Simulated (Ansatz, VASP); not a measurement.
# Ag: VASP beside Ansatz

```
Ag
1.0
    -2.01726    1.65749    1.47918
     1.65749   -2.01726    1.47918
     3.83786    3.83786   -2.13811
Ag
2
Direct
  0.95846 0.04154 0.00000
  0.79154 0.20846 0.50000
```

Alike in both runs: task single point; functional RPBE; k mesh 15 × 15 × 7; occupations fermi-dirac, width 0.1 eV; no spin polarisation.

```csv
,VASP,Ansatz
version,VASP 6.6.1,Ansatz 0.2.0
potentials or method,"VASP PAW PBE potentials, release 64 (Ag), cutoff 520 eV","plane waves (420 eV) with PAW, scalar-relativistic"
valence electrons in the cell,22,38
```

VASP gave:

```
pressure (GPa)                                                : -2.6
traceless stress, the component that is largest in VASP (GPa) : 0.06
```

Which values does Ansatz return?

Pressure (GPa): -2.5; traceless stress, the component that is largest in VASP (GPa): 0.06.

VASP's potentials were made for PBE, not for RPBE. VASP's potentials hold 22 valence electrons a cell and Ansatz's 38, so a difference there can come from the potentials and not from the codes.
